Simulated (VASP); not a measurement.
# K2Li2C (P4/mmm) in VASP: a series of runs

The runs below take K2Li2C through relaxation of cell and atoms, single point, with PBE.

Everything below comes from runs of VASP 6.6.1. Logs are shortened: lines on timing, memory, paths and dates and some standing lists are left out, and cuts for length are marked.

### Step 1. The cell of the first run

The structure is tetragonal, space group P4/mmm (No. 123). Conventional cell: a = 4.055 Å, b = 4.055 Å, c = 6.591 Å, α = 90.00°, β = 90.00°, γ = 90.00°. K (site symmetry 4mm) has 4 Li at 2.44 Å and 1 K at 2.70 Å and 4 C at 3.17 Å within 3.2 Å. Li (site symmetry mmm) has 2 C at 2.03 Å and 4 K at 2.44 Å within 2.7 Å. Within 2.7 Å of C (site symmetry 4/mmm) lie 4 Li at 2.03 Å.

The cell was generated, and may not be a known phase.

### Step 2. Relaxation of cell and atoms, PBE

Input file INCAR:

```
SYSTEM = K2Li2C
PREC = Accurate
ENCUT = 600
EDIFF = 1E-6
ISMEAR = 0
SIGMA = 0.1
LREAL = .FALSE.
LASPH = .TRUE.
NELM = 60
ALGO = Normal
ISIF = 3
LWAVE = .FALSE.
LCHARG = .FALSE.
GGA = PE
IBRION = 2
NSW = 90
EDIFFG = -0.04
```

Input file KPOINTS:

```
Automatic mesh
0
G
  4 4 4
  0 0 0
```

Input file POSCAR:

```
K2Li2C
1.0
    4.0547445400      0.0000000000      0.0000000000
    0.0000000000      4.0547445400      0.0000000000
    0.0000000000      0.0000000000      6.5908469800
K Li C
2 2 1
Direct
    0.5000000000      0.5000000000      0.7952305000
    0.5000000000      0.5000000000      0.2047695000
    0.0000000000      0.5000000000      0.0000000000
    0.5000000000      0.0000000000      0.0000000000
    0.0000000000      0.0000000000      0.0000000000
```

Potentials or basis: VASP PAW PBE potentials, release 64 (K_sv, Li_sv, C).

Command:

```console
$ cat potpaw_PBE.64/K_sv/POTCAR potpaw_PBE.64/Li_sv/POTCAR potpaw_PBE.64/C/POTCAR > POTCAR
$ mpirun -np 1 vasp_std > vasp.out
```

OUTCAR:

```text
SYSTEM = K2Li2C
   PREC = Accurate
   ENCUT = 600
   EDIFF = 1E-6
   ISMEAR = 0
   LREAL = .FALSE.
   LASPH = .TRUE.
   NELM = 60
   ISIF = 3
   GGA = PE
   IBRION = 2
   NSW = 90
   EDIFFG = -0.04

 ion  position               nearest neighbor table
   1  0.500  0.500  0.795-   3 2.44   4 2.44   4 2.44   3 2.44   2 2.70
   2  0.500  0.500  0.205-   3 2.44   4 2.44   4 2.44   3 2.44   1 2.70
   3  0.000  0.500  0.000-   5 2.03   5 2.03   1 2.44   2 2.44   1 2.44   2 2.44
   4  0.500  0.000  0.000-   5 2.03   5 2.03   1 2.44   1 2.44   2 2.44   2 2.44
   5  0.000  0.000  0.000-   3 2.03   4 2.03   3 2.03   4 2.03

  LATTYP: Found a simple tetragonal cell.
 ALAT       =     4.0547445400
 C/A-ratio  =     1.6254654060

  Lattice vectors:

 A1 = (   4.0547445400,   0.0000000000,   0.0000000000)
 A2 = (   0.0000000000,   4.0547445400,   0.0000000000)
 A3 = (   0.0000000000,   0.0000000000,   6.5908469800)

Analysis of symmetry for initial positions (statically):
=====================================================================
 Subroutine PRICEL returns:
 Original cell was already a primitive cell.

 Routine SETGRP: Setting up the symmetry group for a
 simple tetragonal supercell.

 Subroutine GETGRP returns: Found 16 space group operations
 (whereof 16 operations were pure point group operations)
 out of a pool of 16 trial point group operations.

The static configuration has the point symmetry D_4h.

Analysis of symmetry for dynamics (positions and initial velocities):
=====================================================================
 Subroutine PRICEL returns:
 Original cell was already a primitive cell.

 Routine SETGRP: Setting up the symmetry group for a
 simple tetragonal supercell.

 Subroutine GETGRP returns: Found 16 space group operations
 (whereof 16 operations were pure point group operations)
 out of a pool of 16 trial point group operations.

The dynamic configuration has the point symmetry D_4h.

 Subroutine INISYM returns: Found 16 space group operations
 (whereof 16 operations are pure point group operations),
 and found     1 'primitive' translations

----------------------------------------------------------------------------------------

                                     Primitive cell

  volume of cell :     108.3598

  direct lattice vectors                    reciprocal lattice vectors
     4.054744540  0.000000000  0.000000000     0.246624662  0.000000000  0.000000000
     0.000000000  4.054744540  0.000000000     0.000000000  0.246624662  0.000000000
     0.000000000  0.000000000  6.590846980     0.000000000  0.000000000  0.151725568

  length of vectors
     4.054744540  4.054744540  6.590846980     0.246624662  0.246624662  0.151725568

  position of ions in fractional coordinates (direct lattice)
     0.500000000  0.500000000  0.795230500
     0.500000000  0.500000000  0.204769500
     0.000000000  0.500000000  0.000000000
     0.500000000  0.000000000  0.000000000
     0.000000000  0.000000000  0.000000000

  ion indices of the primitive-cell ions
   primitive index   ion index
                 1           1
                 2           2
                 3           3
                 4           4
                 5           5

----------------------------------------------------------------------------------------

 KPOINTS: Automatic mesh

Automatic generation of k-mesh.
 Grid dimensions read from file:
 generate k-points for:    4    4    4

 Generating k-lattice:

  Cartesian coordinates                     Fractional coordinates (reciprocal lattice)
     0.061656165  0.000000000  0.000000000     0.250000000  0.000000000  0.000000000
     0.000000000  0.061656165  0.000000000     0.000000000  0.250000000  0.000000000
     0.000000000  0.000000000  0.037931392     0.000000000  0.000000000  0.250000000

  Length of vectors
     0.061656165  0.061656165  0.037931392

  Shift w.r.t. Gamma in fractional coordinates (k-lattice)
     0.000000000  0.000000000  0.000000000

 Subroutine IBZKPT returns following result:
 ===========================================

 Found     18 irreducible k-points:

 Following reciprocal coordinates:
            Coordinates               Weight
  0.000000  0.000000  0.000000      1.000000
  0.250000  0.000000  0.000000      4.000000
  0.500000  0.000000  0.000000      2.000000
  0.250000  0.250000  0.000000      4.000000
  0.500000  0.250000  0.000000      4.000000
  0.500000  0.500000  0.000000      1.000000
[... 10 lines left out ...]
  0.500000  0.250000  0.500000      4.000000
  0.500000  0.500000  0.500000      1.000000
   k-points           NKPTS =     18   k-points in BZ     NKDIM =     18   number of bands    NBANDS=     18
   number of dos      NEDOS =    301   number of ions     NIONS =      5
   total plane-waves  NPLWV =  55296
   dimension x,y,z NGX =    32 NGY =   32 NGZ =   54
   dimension x,y,z NGXF=    64 NGYF=   64 NGZF=  108
   ions per type =               2   2   1
   NGX,Y,Z   is equivalent  to a cutoff of  13.12, 13.12, 13.62 a.u.
   NGXF,Y,Z  is equivalent  to a cutoff of  26.24, 26.24, 27.24 a.u.
 SYSTEM =  K2Li2C
   PREC   = accura    normal or accurate (medium, high low for compatibility)
   ISTART =      0    job   : 0-new  1-cont  2-samecut
   ICHARG =      2    charge: 1-file 2-atom 10-const
   ISPIN  =      1    spin polarized calculation?
   LNONCOLLINEAR =      F non collinear calculations
   LSORBIT =      F    spin-orbit coupling
   LASPH  =      T    aspherical Exc in radial PAW
   ENCUT  =  600.0 eV  44.10 Ry    6.64 a.u.   8.10  8.10 13.16*2*pi/ulx,y,z
   NELM   =     60;   NELMIN=  2; NELMDL= -5     # of ELM steps
   EDIFF  = 0.1E-05   stopping-criterion for ELM
   LREAL  =      F    real-space projection
   EDIFFG = -.4E-01   stopping-criterion for IOM
   NSW    =     90    number of steps for IOM
   IBRION =      2    ionic relax: 0-MD 1-quasi-New 2-CG
   NFREE  =      1    steps in history (QN), initial steepest desc. (CG)
   ISIF   =      3    stress and relaxation
   ISYM   =      2    0-nonsym 1-usesym 2-fastsym
   POTIM  = 0.5000    time-step for ionic-motion
   TEBEG  =    0.0;   TEEND  =   0.0 temperature during run
   PSTRESS=    0.0 pullay stress
   NELECT =      28.0000    total number of electrons
   NUPDOWN=      -1.0000    fix difference up-down
   EMIN   =  10.00;   EMAX   =-10.00  energy-range for DOS
   EFERMI =   0.00;   METHOD = LEGACY
   ISMEAR =     0;   SIGMA  =   0.10  broadening in eV -4-tet -1-fermi 0-gaus
   EFERMI_NEDOS =   21; number of points for ismear=-14 and -15
   IALGO  =     38    algorithm
   IMIX   =      4    mixing-type and parameters
     AMIX     =   0.40;   BMIX     =  1.00
     AMIX_MAG =   1.60;   BMIX_MAG =  1.00
  volume/ion in A,a.u.               =      21.67       146.25
  Fermi-wavevector in a.u.,A,eV,Ry     =   1.042729  1.970472 14.793392  1.087284
  Thomas-Fermi vector in A             =   2.177407
   LORBIT       =      0    0 simple, 1 ext, 2 COOP (PROOUT), +10 PAW based schemes
   GGA     = PE    functional components
   LHFCALC =     F    Hartree Fock is set to
   AEXX    =    0.0000 exact exchange contribution
   IVDW    =     0    specifies the selected vdW correction
   LEPSILON=     F    determine dielectric tensor
   LRPA    =     F    only Hartree local field effects (RPA)
 conjugate gradient relaxation of ions
 non-spin polarized calculation
 Gauss-broadening in eV      SIGMA  =   0.10
  energy-cutoff  :      600.00
  volume of cell :      108.36
 maximum number of plane-waves:      3660
   NGX = 17   NGY = 17   NGZ = 27

--------------------------------------- Ionic step        1  -------------------------------------------

 number of electron      28.0000012 magnetization

 Free energy of the ion-electron system (eV)
  ---------------------------------------------------
  ext. energy  EPLUGINS =         0.00000000
  ---------------------------------------------------
  free energy    TOTEN  =        -9.35835668 eV

  energy without entropy =       -9.35468753  energy(sigma->0) =       -9.35652211

------------------------ aborting loop because EDIFF is reached ----------------------------------------

  FORCE on cell =-STRESS in cart. coord.  units (eV):
  Direction    XX          YY          ZZ          XY          YZ          ZX
  --------------------------------------------------------------------------------------
  -------------------------------------------------------------------------------------
  Total        4.0669842      4.0669842      9.2678038      0.0000000     -0.0000000     -0.0000000
  in kB       60.1332735     60.1332735    137.0311137      0.0000000     -0.0000000     -0.0000000
  external PRESSURE =      85.7658869 kB  Pullay stress =       0.0000000 kB
[... 98 lines left out ...]
  FREE ENERGIE OF THE ION-ELECTRON SYSTEM (eV)
  ---------------------------------------------------
  free  energy   TOTEN  =       -11.4787053336 eV

  energy  without entropy=      -11.4674032517  energy(sigma->0) =      -11.47305429

 E-fermi :  -0.1169     XC(G=0):  -6.1497

 val. band max:       -0.1556843286   @ k =   0.5000   0.2500   0.2500
 cond. band min:      -0.0916365293   @ k =   0.2500   0.2500   0.0000
 fundamental gap:      0.0640477994
 Fermi energy:        -0.1168589665

 k-point     1 :       0.0000    0.0000    0.0000
  band No.  band energies     occupation
      1     -45.8409      2.00000
      2     -45.8360      2.00000
      3     -32.2237      2.00000
      4     -32.2129      2.00000
      5     -15.8203      2.00000
      6     -15.6759      2.00000
[... 10 lines left out ...]
     17       2.7492      0.00000
     18       3.2600      0.00000
[... 340 lines left out ...]
      2     -45.8383      2.00000
      3     -32.2207      2.00000
      4     -32.2104      2.00000
      5     -15.8024      2.00000
      6     -15.7039      2.00000
[... 10 lines left out ...]
     17       1.7248      0.00000
     18       2.1755      0.00000

[... ionic steps 4 to 8 ...]

--------------------------------------- Ionic step        9  -------------------------------------------

 number of electron      27.9999979 magnetization

------------------------ aborting loop because EDIFF is reached ----------------------------------------

  FORCE on cell =-STRESS in cart. coord.  units (eV):
  Direction    XX          YY          ZZ          XY          YZ          ZX
  --------------------------------------------------------------------------------------
  -------------------------------------------------------------------------------------
  Total       -0.1120645     -0.1120645     -0.2694777      0.0000000     -0.0000000      0.0000000
  in kB       -1.2168116     -1.2168116     -2.9260259      0.0000000     -0.0000000      0.0000000
  external PRESSURE =      -1.7865497 kB  Pullay stress =       0.0000000 kB
[... 63 lines left out ...]
  energy  without entropy=      -11.8643969929  energy(sigma->0) =      -11.87780359

--------------------------------------- Ionic step       11  -------------------------------------------

 number of electron      27.9999987 magnetization

 Free energy of the ion-electron system (eV)
  ---------------------------------------------------
  ext. energy  EPLUGINS =         0.00000000
  ---------------------------------------------------
  free energy    TOTEN  =       -11.89233225 eV

  energy without entropy =      -11.86599865  energy(sigma->0) =      -11.87916545

 E-fermi :   0.4856     XC(G=0):  -6.8450

 val. band max:        0.4620326359   @ k =   0.5000   0.2500   0.0000
 cond. band min:       0.4890726107   @ k =   0.2500   0.0000   0.2500
 fundamental gap:      0.0270399749
 Fermi energy:         0.4856492002

 k-point     1 :       0.0000    0.0000    0.0000
  band No.  band energies     occupation
      1     -44.1325      2.00000
      2     -44.1081      2.00000
      3     -31.2431      2.00000
      4     -31.2355      2.00000
      5     -14.8495      2.00000
      6     -14.7225      2.00000
[... 10 lines left out ...]
     17       3.8356      0.00000
     18       4.1408      0.00000
[... 387 lines left out ...]
  FREE ENERGIE OF THE ION-ELECTRON SYSTEM (eV)
  ---------------------------------------------------
  free  energy   TOTEN  =       -11.8923322495 eV

  energy  without entropy=      -11.8659986524  energy(sigma->0) =      -11.87916545

 reached required accuracy - stopping structural energy minimisation
```

It took 3.7 min on 1 thread of Intel Xeon Platinum 8488C (Sapphire Rapids), shared host; peak memory 0.25 GiB.

Results:

- Free energy: -11.8923 eV
- Relaxed volume: 29.32 Å³/atom
- Relaxed cell: a = 4.129 Å, b = 4.129 Å, c = 8.600 Å, α = 90.00°, β = 90.00°, γ = 90.00°
- Space group after relaxing (to 0.1 Å): P4/mmm (No. 123)
- Energy gained by relaxing: 506.8 meV/atom
- Ionic steps: 11
- Pressure after relaxing: -0.1 GPa
- Largest force after relaxing: 0.012 eV/Å
- Band gap on the k mesh: zero (bands 14 and 15 overlap by 0.60 eV)

Forces on the atoms (eV/Å):
```
K    0.000  0.000 -0.012
K    0.000  0.000  0.012
Li   0.000  0.000  0.000
Li   0.000  0.000  0.000
C    0.000  0.000  0.000
```

The path:
```tsv
step	energy change (eV)	largest force (eV/Å)	pressure (GPa)	volume (Å³)
1	0.0000	3.1782	8.58	108.36
2	-1.5157	1.5456	2.75	127.50
3	-2.1203	0.6644	-0.25	147.27
4	-1.8214	0.2676	-3.16	192.27
5	-2.2128	0.1592	-1.72	162.69
6	-2.2204	0.2380	-1.46	159.42
7	-2.4373	0.1073	-1.00	154.22
8	-2.5299	0.0164	-0.34	148.77
9	-2.5330	0.0001	-0.18	147.56
10	-2.5329	0.0030	-0.21	147.81
11	-2.5340	0.0122	-0.09	146.62
```

Final structure:
```
K Li C
1.0
     4.12908    0.00000    0.00000
     0.00000    4.12908    0.00000
     0.00000    0.00000    8.59989
K Li C
2 2 1
Direct
  0.50000 0.50000 0.72874
  0.50000 0.50000 0.27126
  0.00000 0.50000 0.00000
  0.50000 0.00000 0.00000
  0.00000 0.00000 0.00000
```

Caveat: the k points lie up to 0.38 Å⁻¹ apart in the final cell, too coarse for converged energies and pressures of a metal; the cutoff is under 1.25 times the usual one of these potentials, so pressure, stress and relaxed cells hold a basis-set (Pulay) error; the volume moved by over 15 % at a fixed basis, so the end points are rough.

### Step 3. Single point, PBE, collinear spin

This run uses another cell than the first one, of 32.31 Å³/atom.

Input file INCAR:

```
SYSTEM = K2Li2C
PREC = Accurate ; ENCUT = 520
EDIFF = 1E-7 ; ISMEAR = 0
SIGMA = 0.1 ; LREAL = .False.
LASPH = .True. ; NELM = 150
ALGO = Normal ; ISIF = 2
LWAVE = .False. ; LCHARG = .False.
ISPIN = 2 ; MAGMOM = 0 0 0 0 1
LORBIT = 11 ; GGA = PE
NBANDS = 26
```

Input file KPOINTS:

```
Automatic mesh
0
Gamma
  4 4 2
  0 0 0
```

Input file POSCAR:

```
K2Li2C
1.0
    4.1105161694      0.0000000000      0.0000000000
    0.0000000000      4.1105161694      0.0000000000
    0.0000000000      0.0000000000      9.5598860532
K Li C
2 2 1
Direct
    0.5000000000      0.5000000000      0.7398895872
    0.5000000000      0.5000000000      0.2601104128
    0.0000000000      0.5000000000      0.0000000000
    0.5000000000      0.0000000000      0.0000000000
    0.0000000000      0.0000000000      0.0000000000
```

Potentials or basis: VASP PAW PBE potentials, release 64 (K_sv, Li_sv, C).

Command:

```console
$ cat potpaw_PBE.64/K_sv/POTCAR potpaw_PBE.64/Li_sv/POTCAR potpaw_PBE.64/C/POTCAR > POTCAR
$ mpirun -np 1 vasp_std > vasp.out
```

OUTCAR:

```text
SYSTEM = K2Li2C
   PREC = Accurate
   ENCUT = 520
   EDIFF = 1E-7
   ISMEAR = 0
   LREAL = .False.
   LASPH = .True.
   NELM = 150
   ISIF = 2
   ISPIN = 2
   LORBIT = 11
   GGA = PE

 ion  position               nearest neighbor table
   1  0.500  0.500  0.740-
   2  0.500  0.500  0.260-
   3  0.000  0.500  0.000-   5 2.06   5 2.06
   4  0.500  0.000  0.000-   5 2.06   5 2.06
   5  0.000  0.000  0.000-   3 2.06   4 2.06   3 2.06   4 2.06

  LATTYP: Found a simple tetragonal cell.
 ALAT       =     4.1105161694
 C/A-ratio  =     2.3257142556

  Lattice vectors:

[... 913 lines left out ...]
     0.000000000  0.000000000  9.559886053     0.000000000  0.000000000  0.104603757

 POSITION                                       TOTAL-FORCE (eV/Angst)
 -----------------------------------------------------------------------------------
      2.05526      2.05526      7.07326         0.000000      0.000000     -0.056954
      2.05526      2.05526      2.48663        -0.000000     -0.000000      0.056954
      0.00000      2.05526      0.00000        -0.000000     -0.000000      0.000000
      2.05526      0.00000      0.00000        -0.000000     -0.000000      0.000000
      0.00000      0.00000      0.00000        -0.000000     -0.000000      0.000000
 -----------------------------------------------------------------------------------
    total drift:                                0.000000     -0.000000     -0.000000

  FREE ENERGIE OF THE ION-ELECTRON SYSTEM (eV)
  ---------------------------------------------------
  free  energy   TOTEN  =       -12.0940178690 eV

  energy  without entropy=      -12.0773017048  energy(sigma->0) =      -12.08565979

 total charge

# of ion       s       p       d       tot
------------------------------------------
    1        1.975   5.560   0.018   7.553
    2        1.975   5.560   0.018   7.553
    3        2.048   0.080   0.000   2.128
    4        2.048   0.080   0.000   2.128
    5        0.905   1.263   0.000   2.168
--------------------------------------------------
tot          8.951  12.544   0.035  21.530

 magnetization (x)

# of ion       s       p       d       tot
------------------------------------------
    1        0.002  -0.004  -0.002  -0.004
    2        0.002  -0.004  -0.002  -0.004
    3        0.000  -0.005   0.000  -0.005
    4        0.000  -0.005   0.000  -0.005
    5       -0.012  -0.278   0.000  -0.290
--------------------------------------------------
tot         -0.008  -0.297  -0.005  -0.309
```

OSZICAR:

```text
N       E                     dE             d eps       ncg     rms          rms(c)
DAV:   1     0.182710544433E+03    0.18271E+03   -0.11563E+04  1256   0.941E+02
DAV:   2     0.377624496000E+01   -0.17893E+03   -0.16959E+03  1454   0.276E+02
DAV:   3    -0.182667589382E+02   -0.22043E+02   -0.21851E+02  2120   0.650E+01
[... 24 lines left out ...]
DAV:  28    -0.120940163644E+02   -0.96829E-06   -0.11277E-05  1632   0.944E-03    0.422E-03
DAV:  29    -0.120940174053E+02   -0.10409E-05   -0.13544E-06  1296   0.520E-03    0.288E-03
DAV:  30    -0.120940176328E+02   -0.22754E-06   -0.35553E-07  1228   0.246E-03    0.194E-03
DAV:  31    -0.120940178024E+02   -0.16960E-06   -0.65515E-07  1180   0.258E-03    0.169E-03
DAV:  32    -0.120940178690E+02   -0.66631E-07   -0.39460E-07  1104   0.208E-03
   1 F= -.12094018E+02 E0= -.12085660E+02  d E =-.167162E-01  mag=    -0.8459
```

Run time: 2.2 min. Hardware: 1 thread of Intel Xeon Platinum 8488C (Sapphire Rapids), shared host; peak memory 0.34 GiB.

What came out:

| Item | Value |
| --- | --- |
| Free energy | -12.0940 eV |
| Largest force | 0.057 eV/Å |
| Net moment | -0.85 μB per cell |
| Site moments | K -0.00; Li -0.01; C -0.29 μB |
| Valence electrons inside the program's atomic spheres | K 7.55; Li 2.13; C 2.17 |

Forces in eV/Å, atoms in the order of the input:
```
K    0.000  0.000 -0.057
K    0.000  0.000  0.057
Li   0.000  0.000  0.000
Li   0.000  0.000  0.000
C    0.000  0.000  0.000
```

Caveat: the k points lie up to 0.38 Å⁻¹ apart; the cutoff is under 1.25 times the usual one of these potentials, so pressure, stress and relaxed cells hold a basis-set (Pulay) error; a moment this small can come from the mesh or the smearing.

The gap in the log of VASP goes by the Fermi energy; the results here count the filled bands.